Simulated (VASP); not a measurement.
Here is a VASP 6.6.1 calculation.

The input INCAR:

```
PREC = Accurate
ENCUT = 600
EDIFF = 1E-6
ISMEAR = -1
SIGMA = 0.02
LREAL = F
LASPH = T
NELM = 60
ALGO = Normal
ISIF = 3
LWAVE = F
LCHARG = F
GGA = PE
IBRION = 2
NSW = 80
EDIFFG = -0.01
```

Contents of KPOINTS:

```
regular mesh
0
Gamma
  8 8 8
```

File POSCAR:

```
ZnS
1.0
    0.0000000000      2.7020000000      2.7020000000
    2.7020000000      0.0000000000      2.7020000000
    2.7020000000      2.7020000000      0.0000000000
Zn S
1 1
Direct
    0.2500000000      0.2500000000      0.2500000000
    0.0000000000      0.0000000000      0.0000000000
```

Potentials or basis: VASP PAW PBE potentials, release 64 (Zn, S).

Command:

```bash
$ cat potpaw_PBE.64/Zn/POTCAR potpaw_PBE.64/S/POTCAR > POTCAR
$ mpirun -np 1 vasp_std > vasp.out
```

Problem. What does it give for the space group after relaxing (to 0.1 Å)?

Solution. F-43m (No. 216).

Problem. What does it give for the band gap on the k mesh?

Solution. 2.01 eV.

Final structure:
```
Zn S
1.0
     0.00000    2.72353    2.72353
     2.72353    0.00000    2.72353
     2.72353    2.72353    0.00000
Zn S
1 1
Direct
  0.25000 0.25000 0.25000
  0.00000 0.00000 0.00000
```

PBE usually gives volumes a little too large and moduli too small. Zero-point motion and thermal expansion aren't in these numbers.
